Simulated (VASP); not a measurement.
Input of a VASP 6.6.1 run:

INCAR

```
ALGO = Normal
EDIFF = 1E-6
ENCUT = 500
GGA = PE
GGA_COMPAT = F
ISIF = 2
ISMEAR = -1
LASPH = T
LCHARG = T
LELF = T
LREAL = F
LVHAR = T
LWAVE = F
NBANDS = 12
NELM = 120
PREC = Accurate
SIGMA = 0.1
```

The input KPOINTS:

```
k-points
0
Gamma
  14 14 14
```

File POSCAR:

```
Hg
1.0
   -1.8355985296      1.8355985296      1.8355985296
    1.8355985296     -1.8355985296      1.8355985296
    1.8355985296      1.8355985296     -1.8355985296
Hg
1
Direct
    0.0000000000      0.0000000000      0.0000000000
```

Potentials or basis: VASP PAW PBE potentials, release 64 (Hg).

Command:

```console
$ cat potpaw_PBE.64/Hg/POTCAR > POTCAR
$ mpirun -np 1 vasp_std > vasp.out
```

Q: What does it give for the band gap on the k mesh?

A: Zero (bands 6 and 7 overlap by 4.08 eV).

Q: Estimate the pressure.

A: 3.7 GPa.

Caveat: the cell stands under pressure; spin-orbit coupling is left out, which moves the levels of the heavy elements.
